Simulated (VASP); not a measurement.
# Sr3Zn (Pm-3m) in VASP: a series of runs, part 2 of 2

VASP 6.6.1. The steps go on from the part before.

## 4. Relaxation of cell and atoms, PBE, target pressure 20 GPa, at which the enthalpy is minimised

File INCAR:

```
PREC = Accurate ; ENCUT = 600
EDIFF = 1E-6 ; ISMEAR = -1
SIGMA = 0.15 ; LREAL = False
LASPH = True ; NELM = 100
ALGO = Normal ; ISIF = 3
LWAVE = False ; LCHARG = False
GGA = PE ; IBRION = 2
NSW = 80 ; EDIFFG = -0.05
PSTRESS = 200.0
```

File KPOINTS:

```
regular mesh
0
Gamma
  4 4 4
```

File POSCAR:

```
Sr3Zn
1.0
    5.4799420000      0.0000000000      0.0000000000
    0.0000000000      5.4799420000      0.0000000000
    0.0000000000      0.0000000000      5.4799420000
Sr Zn
3 1
Direct
    0.5000000000      0.0000000000      0.5000000000
    0.5000000000      0.5000000000      0.0000000000
    0.0000000000      0.5000000000      0.5000000000
    0.0000000000      0.0000000000      0.0000000000
```

Potentials or basis: VASP PAW PBE potentials, release 64 (Sr_sv, Zn).

On the command line:

```
$ cat potpaw_PBE.64/Sr_sv/POTCAR potpaw_PBE.64/Zn/POTCAR > POTCAR
$ mpirun -np 1 vasp_std > vasp.out
```

OUTCAR:

```text
PREC = Accurate
   ENCUT = 600
   EDIFF = 1E-6
   ISMEAR = -1
   LREAL = False
   LASPH = True
   NELM = 100
   ISIF = 3
   GGA = PE
   IBRION = 2
   NSW = 80
   EDIFFG = -0.05
   PSTRESS = 200.0

 ion  position               nearest neighbor table
   1  0.500  0.000  0.500-   2 3.87   3 3.87   4 3.87   2 3.87   4 3.87   2 3.87   3 3.87   2 3.87
                             3 3.87   4 3.87   4 3.87   3 3.87
   2  0.500  0.500  0.000-   1 3.87   3 3.87   4 3.87   1 3.87   3 3.87   1 3.87   4 3.87   1 3.87
                             3 3.87   4 3.87   3 3.87   4 3.87
   3  0.000  0.500  0.500-   1 3.87   2 3.87   4 3.87   2 3.87   4 3.87   1 3.87   4 3.87   4 3.87
                             1 3.87   2 3.87   2 3.87   1 3.87
   4  0.000  0.000  0.000-   1 3.87   2 3.87   3 3.87   1 3.87   3 3.87   2 3.87   3 3.87   3 3.87
                             1 3.87   2 3.87   1 3.87   2 3.87

  LATTYP: Found a simple cubic cell.
 ALAT       =     5.4799420000

  Lattice vectors:

 A1 = (   5.4799420000,   0.0000000000,   0.0000000000)
 A2 = (   0.0000000000,   5.4799420000,   0.0000000000)
 A3 = (   0.0000000000,   0.0000000000,   5.4799420000)

Analysis of symmetry for initial positions (statically):
=====================================================================
 Subroutine PRICEL returns:
 Original cell was already a primitive cell.

 Routine SETGRP: Setting up the symmetry group for a
 simple cubic supercell.

 Subroutine GETGRP returns: Found 48 space group operations
 (whereof 48 operations were pure point group operations)
 out of a pool of 48 trial point group operations.

The static configuration has the point symmetry O_h .

Analysis of symmetry for dynamics (positions and initial velocities):
=====================================================================
 Subroutine PRICEL returns:
 Original cell was already a primitive cell.

 Routine SETGRP: Setting up the symmetry group for a
 simple cubic supercell.

 Subroutine GETGRP returns: Found 48 space group operations
 (whereof 48 operations were pure point group operations)
 out of a pool of 48 trial point group operations.

The dynamic configuration has the point symmetry O_h .

 Subroutine INISYM returns: Found 48 space group operations
 (whereof 48 operations are pure point group operations),
 and found     1 'primitive' translations

----------------------------------------------------------------------------------------

                                     Primitive cell

  volume of cell :     164.5614

  direct lattice vectors                    reciprocal lattice vectors
     5.479942000  0.000000000  0.000000000     0.182483683  0.000000000  0.000000000
     0.000000000  5.479942000  0.000000000     0.000000000  0.182483683  0.000000000
     0.000000000  0.000000000  5.479942000     0.000000000  0.000000000  0.182483683

  length of vectors
     5.479942000  5.479942000  5.479942000     0.182483683  0.182483683  0.182483683

  position of ions in fractional coordinates (direct lattice)
     0.500000000  0.000000000  0.500000000
     0.500000000  0.500000000  0.000000000
     0.000000000  0.500000000  0.500000000
     0.000000000  0.000000000  0.000000000

  ion indices of the primitive-cell ions
   primitive index   ion index
                 1           1
                 2           2
                 3           3
                 4           4

----------------------------------------------------------------------------------------

 KPOINTS: regular mesh

Automatic generation of k-mesh.
 Grid dimensions read from file:
 generate k-points for:    4    4    4

 Generating k-lattice:

  Cartesian coordinates                     Fractional coordinates (reciprocal lattice)
     0.045620921  0.000000000  0.000000000     0.250000000  0.000000000  0.000000000
     0.000000000  0.045620921  0.000000000     0.000000000  0.250000000  0.000000000
     0.000000000  0.000000000  0.045620921     0.000000000  0.000000000  0.250000000

  Length of vectors
     0.045620921  0.045620921  0.045620921

  Shift w.r.t. Gamma in fractional coordinates (k-lattice)
     0.000000000  0.000000000  0.000000000

 Subroutine IBZKPT returns following result:
 ===========================================

 Found     10 irreducible k-points:

 Following reciprocal coordinates:
            Coordinates               Weight
  0.000000  0.000000  0.000000      1.000000
  0.250000  0.000000  0.000000      6.000000
  0.500000  0.000000  0.000000      3.000000
  0.250000  0.250000  0.000000     12.000000
  0.500000  0.250000  0.000000     12.000000
  0.500000  0.500000  0.000000      3.000000
  0.250000  0.250000  0.250000      8.000000
  0.500000  0.250000  0.250000     12.000000
  0.500000  0.500000  0.250000      6.000000
  0.500000  0.500000  0.500000      1.000000
   k-points           NKPTS =     10   k-points in BZ     NKDIM =     10   number of bands    NBANDS=     25
   number of dos      NEDOS =    301   number of ions     NIONS =      4
   total plane-waves  NPLWV = 110592
   dimension x,y,z NGX =    48 NGY =   48 NGZ =   48
   dimension x,y,z NGXF=    96 NGYF=   96 NGZF=   96
   ions per type =               3   1
   NGX,Y,Z   is equivalent  to a cutoff of  14.56, 14.56, 14.56 a.u.
   NGXF,Y,Z  is equivalent  to a cutoff of  29.12, 29.12, 29.12 a.u.
 SYSTEM =  unknown system
   PREC   = accura    normal or accurate (medium, high low for compatibility)
   ISTART =      0    job   : 0-new  1-cont  2-samecut
   ICHARG =      2    charge: 1-file 2-atom 10-const
   ISPIN  =      1    spin polarized calculation?
   LNONCOLLINEAR =      F non collinear calculations
   LSORBIT =      F    spin-orbit coupling
   LASPH  =      T    aspherical Exc in radial PAW
   ENCUT  =  600.0 eV  44.10 Ry    6.64 a.u.  10.94 10.94 10.94*2*pi/ulx,y,z
   NELM   =    100;   NELMIN=  2; NELMDL= -5     # of ELM steps
   EDIFF  = 0.1E-05   stopping-criterion for ELM
   LREAL  =      F    real-space projection
   EDIFFG = -.5E-01   stopping-criterion for IOM
   NSW    =     80    number of steps for IOM
   IBRION =      2    ionic relax: 0-MD 1-quasi-New 2-CG
   NFREE  =      1    steps in history (QN), initial steepest desc. (CG)
   ISIF   =      3    stress and relaxation
   ISYM   =      2    0-nonsym 1-usesym 2-fastsym
   POTIM  = 0.5000    time-step for ionic-motion
   TEBEG  =    0.0;   TEEND  =   0.0 temperature during run
   PSTRESS=  200.0 pullay stress
   NELECT =      42.0000    total number of electrons
   NUPDOWN=      -1.0000    fix difference up-down
   EMIN   =  10.00;   EMAX   =-10.00  energy-range for DOS
   EFERMI =   0.00;   METHOD = LEGACY
   ISMEAR =    -1;   SIGMA  =   0.15  broadening in eV -4-tet -1-fermi 0-gaus
   EFERMI_NEDOS =   21; number of points for ismear=-14 and -15
   IALGO  =     38    algorithm
   IMIX   =      4    mixing-type and parameters
     AMIX     =   0.40;   BMIX     =  1.00
     AMIX_MAG =   1.60;   BMIX_MAG =  1.00
  volume/ion in A,a.u.               =      41.14       277.63
  Fermi-wavevector in a.u.,A,eV,Ry     =   1.038441  1.962370 14.671984  1.078360
  Thomas-Fermi vector in A             =   2.172926
   LORBIT       =      0    0 simple, 1 ext, 2 COOP (PROOUT), +10 PAW based schemes
   GGA     = PE    functional components
   LHFCALC =     F    Hartree Fock is set to
   AEXX    =    0.0000 exact exchange contribution
   IVDW    =     0    specifies the selected vdW correction
   LEPSILON=     F    determine dielectric tensor
   LRPA    =     F    only Hartree local field effects (RPA)
 conjugate gradient relaxation of ions
 non-spin polarized calculation
  energy-cutoff  :      600.00
  volume of cell :      164.56
 maximum number of plane-waves:      5520
 NGX is ok and might be reduce to    48
   NGX = 21   NGY = 21   NGZ = 21

--------------------------------------- Ionic step        1  -------------------------------------------

 number of electron      41.9999984 magnetization

 Free energy of the ion-electron system (eV)
  ---------------------------------------------------
  ext. energy  EPLUGINS =         0.00000000
  ---------------------------------------------------
  free energy    TOTEN  =        -5.90071230 eV

  energy without entropy =       -5.57002127  energy(sigma->0) =       -5.73536679

 E-fermi :   1.8620     XC(G=0):  -8.0571

 val. band max:        1.8480430766   @ k =   0.5000   0.2500   0.2500
 cond. band min:       1.8747148708   @ k =   0.5000   0.2500   0.2500
 fundamental gap:      0.0266717942
 Fermi energy:         1.8620053690

 k-point     1 :       0.0000    0.0000    0.0000
  band No.  band energies     occupation
      1     -34.5294      2.00000
      2     -34.4790      2.00000
      3     -34.4790      2.00000
      4     -16.6886      2.00000
      5     -16.6886      2.00000
      6     -16.6886      2.00000
[... 386 lines left out ...]
  enthalpy is  TOTEN    =         8.8896584726 eV   P V=       12.1421686601

--------------------------------------- Ionic step        4  -------------------------------------------

 number of electron      42.0000001 magnetization

 Free energy of the ion-electron system (eV)
  ---------------------------------------------------
  ext. energy  EPLUGINS =         0.00000000
  ---------------------------------------------------
  free energy    TOTEN  =        -3.09176620 eV

  energy without entropy =       -2.79908255  energy(sigma->0) =       -2.94542438

 E-fermi :   4.2709     XC(G=0): -10.1649

 val. band max:        4.2670973426   @ k =   0.2500   0.2500   0.0000
 cond. band min:       4.3118954671   @ k =   0.5000   0.5000   0.2500
 fundamental gap:      0.0447981245
 Fermi energy:         4.2709327136

 k-point     1 :       0.0000    0.0000    0.0000
  band No.  band energies     occupation
      1     -31.4734      2.00000
      2     -31.0541      2.00000
      3     -31.0541      2.00000
      4     -14.2166      2.00000
      5     -14.2166      2.00000
      6     -14.2166      2.00000
[... 300 lines left out ...]
  FREE ENERGIE OF THE ION-ELECTRON SYSTEM (eV)
  ---------------------------------------------------
  free  energy   TOTEN  =        -3.0917662030 eV

  energy  without entropy=       -2.7990825531  energy(sigma->0) =       -2.94542438

  enthalpy is  TOTEN    =         8.8834240966 eV   P V=       11.9751902996

 reached required accuracy - stopping structural energy minimisation
```

OSZICAR:

```text
N       E                     dE             d eps       ncg     rms          rms(c)
DAV:   1     0.350682210623E+03    0.35068E+03   -0.21342E+04   500   0.175E+03
DAV:   2     0.309365121977E+02   -0.31975E+03   -0.31580E+03   557   0.398E+02
DAV:   3    -0.420907422267E+01   -0.35146E+02   -0.34792E+02   772   0.112E+02
[... 45 lines left out ...]
DAV:   5    -0.309137589047E+01   -0.46438E-03   -0.77300E-04   692   0.130E-01    0.197E-01
DAV:   6    -0.309174368023E+01   -0.36779E-03   -0.10433E-03   681   0.159E-01    0.466E-02
DAV:   7    -0.309176350779E+01   -0.19828E-04   -0.52795E-05   707   0.499E-02    0.230E-02
DAV:   8    -0.309176693844E+01   -0.34306E-05   -0.54963E-06   525   0.211E-02    0.658E-03
DAV:   9    -0.309176620302E+01    0.73542E-06   -0.56087E-07   264   0.620E-03
   4 F= 0.88834241E+01 E0= 0.90297659E+01  d E =-.575808E+01
```

It took 6.5 min on 1 thread of AMD EPYC 7R13, shared host; peak memory 0.34 GiB.

What came out:

```
Free energy                                            : -3.0918 eV
Relaxed volume                                         : 23.98 Å³/atom
Relaxed cell                                           : a = 4.578 Å, b = 4.578 Å, c = 4.578 Å, α = 90.00°, β = 90.00°, γ = 90.00°
Space group after relaxing (to 0.05 Å)                 : Pm-3m (No. 221)
Energy change on relaxing (the enthalpy is what falls) : +702.2 meV/atom
Ionic steps                                            : 4
Pressure after relaxing                                : 19.8 GPa
Band gap on the k mesh                                 : zero (band 21 reaches 4.59 eV, above the bottom of band 22 at 4.12 eV)
```

The path:
```
step  energy change (eV)  largest force (eV/Å)  pressure (GPa)  volume (Å³)
   1              0.0000                0.0000            0.04       164.56
   2              8.3484                0.0000           55.85        70.19
   3              2.6482                0.0000           18.79        97.27
   4              2.8089                0.0000           19.75        95.93
```

Final structure:
```xyz
4
Lattice="4.5778 0.0000 0.0000 0.0000 4.5778 0.0000 0.0000 0.0000 4.5778" Properties=species:S:1:pos:R:3 pbc="T T T"
Sr    2.2889    0.0000    2.2889
Sr    2.2889    2.2889    0.0000
Sr    0.0000    2.2889    2.2889
Zn    0.0000    0.0000    0.0000
```

Caveat: the cell is relaxed towards a set pressure, so the enthalpy falls and the energy may rise; the volume moved by over 15 % at a fixed basis, so the end points are rough.

## 5. Relaxation of cell and atoms, PBE, target pressure 30 GPa, at which the enthalpy is minimised

File INCAR:

```
  ALGO = Normal
  EDIFF = 1E-6
  EDIFFG = -0.05
  ENCUT = 600
  GGA = PE
  IBRION = 2
  ISIF = 3
  ISMEAR = -1
  LASPH = T
  LCHARG = F
  LREAL = F
  LWAVE = F
  NELM = 60
  NSW = 80
  PREC = Accurate
  PSTRESS = 300.0
  SIGMA = 0.15
```

File KPOINTS:

```
k-points
0
Gamma
  4 4 4
```

POSCAR is that of step 4.

On the command line:

```
$ cat potpaw_PBE.64/Sr_sv/POTCAR potpaw_PBE.64/Zn/POTCAR > POTCAR
$ mpirun -np 1 vasp_std > vasp.out
```

Wall time 7.9 min (1 thread of AMD EPYC 7R13, shared host); peak memory 0.34 GiB.

Results (log left out):

```yaml
Free_energy: -1.4585 eV
Relaxed_volume: 21.32 Å³/atom
Relaxed_cell: a = 4.401 Å, b = 4.401 Å, c = 4.401 Å, α = 90.00°, β = 90.00°, γ = 90.00°
Space_group_after_relaxing_to_0.05_Å: Pm-3m (No. 221)
Energy_change_on_relaxing_the_enthalpy_is_what_falls: +1110.6 meV/atom
Ionic_steps: 5
Pressure_after_relaxing: 30.1 GPa
Band_gap_on_the_k_mesh: zero (band 21 reaches 5.21 eV, above the bottom of band 22 at 4.67 eV)
```

Step by step:
| step | energy change (eV) | largest force (eV/Å) | pressure (GPa) | volume (Å³) |
| --- | --- | --- | --- | --- |
| 1 | 0.0000 | 0.0000 | 0.04 | 164.56 |
| 2 | 32.1847 | 0.0000 | 290.60 | 40.93 |
| 3 | 3.1821 | 0.0000 | 22.08 | 93.07 |
| 4 | 3.8201 | 0.0000 | 26.10 | 88.82 |
| 5 | 4.4422 | 0.0000 | 30.07 | 85.26 |

Final structure:
```yaml
crystal:
  lattice:
    - [4.40132, 0.00000, 0.00000]
    - [0.00000, 4.40132, 0.00000]
    - [0.00000, 0.00000, 4.40132]
  atoms:
    - { symbol: Sr, position: [0.50000, 0.00000, 0.50000] }
    - { symbol: Sr, position: [0.50000, 0.50000, 0.00000] }
    - { symbol: Sr, position: [0.00000, 0.50000, 0.50000] }
    - { symbol: Zn, position: [0.00000, 0.00000, 0.00000] }
```

Levels at points of the mesh, in eV from the Fermi level:
| k point | band 18 | band 19 | band 20 | band 21 | band 22 | band 23 | band 24 | band 25 |
| --- | --- | --- | --- | --- | --- | --- | --- | --- |
| (0.00, 0.00, 0.00) | -5.99 | -2.90 | -0.20 | -0.20 | 0.11 | 0.11 | 0.11 | 2.90 |
| (0.50, 0.00, 0.00) | -4.12 | -2.51 | -0.96 | 0.19 | 0.19 | 0.64 | 1.91 | 3.42 |
| (0.50, 0.50, 0.00) | -3.75 | -0.94 | -0.94 | -0.70 | 1.17 | 1.31 | 1.31 | 2.07 |
| (0.50, 0.50, 0.50) | -5.05 | -0.37 | -0.37 | -0.37 | 1.37 | 1.37 | 1.37 | 3.23 |

Caveat: the cell is relaxed towards a set pressure, so the enthalpy falls and the energy may rise; the volume moved by over 15 % at a fixed basis, so the end points are rough.

## 6. Summary

| cell | gap on the mesh (eV) | pressure (GPa) |
| --- | --- | --- |
| relaxed | none | 0.0 |
| relaxed to 10 GPa | none | 10.1 |
| relaxed to 20 GPa | none | 19.8 |
| relaxed to 30 GPa | none | 30.1 |

Alike in all rows: task relaxation of cell and atoms; level PBE; potentials or basis VASP PAW PBE potentials, release 64 (Sr_sv, Zn); no spin polarisation; k mesh 4 × 4 × 4; cutoff (eV) 600; smearing fermi-dirac 0.15 eV.

Caveats: the cell is relaxed towards a set pressure, so the enthalpy falls and the energy may rise (some runs); the volume moved by over 15 % at a fixed basis, so the end points are rough (some runs); the relaxation stopped at its first step, so nothing moved (some runs).

Absolute energies hang on the potentials; compare differences alone.
